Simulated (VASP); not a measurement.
A run of VASP 6.6.1:

The input INCAR:

```
SYSTEM = Si5As3
  PREC = Accurate
  ENCUT = 520
  EDIFF = 1E-6
  ISMEAR = 0
  SIGMA = 0.1
  LREAL = .False.
  LASPH = .True.
  NELM = 100
  ALGO = Normal
  ISIF = 2
  LWAVE = .False.
  LCHARG = .False.
  GGA = PE
  NBANDS = 28
```

KPOINTS

```
regular mesh
0
Gamma
  4 4 4
  0 0 0
```

File POSCAR:

```
Si5As3
1.0
   -3.2113406588      3.2113406588      3.2113406588
    3.2113406588     -3.2113406588      3.2113406588
    3.2113406588      3.2113406588     -3.2113406588
Si As
5 3
Direct
    0.5000000000      0.5000000000      0.5000000000
    0.0000000000      0.0000000000      0.5000000000
    0.0000000000      0.5000000000      0.0000000000
    0.5000000000      0.0000000000      0.0000000000
    0.0000000000      0.0000000000      0.0000000000
    0.0000000000      0.5000000000      0.5000000000
    0.5000000000      0.0000000000      0.5000000000
    0.5000000000      0.5000000000      0.0000000000
```

Potentials or basis: VASP PAW PBE potentials, release 64 (Si, As).

Run with:

```bash
$ cat potpaw_PBE.64/Si/POTCAR potpaw_PBE.64/As/POTCAR > POTCAR
$ mpirun -np 1 vasp_std > vasp.out
```

Hardware: 1 thread of Intel Xeon 6975P-C (shared host).

Question: Estimate the wall time of this run.

Answer: It took 39 s on 1 thread of Intel Xeon 6975P-C, with other jobs on the host, peak memory 0.25 GiB. Counts: scf iterations 12, k points 8.
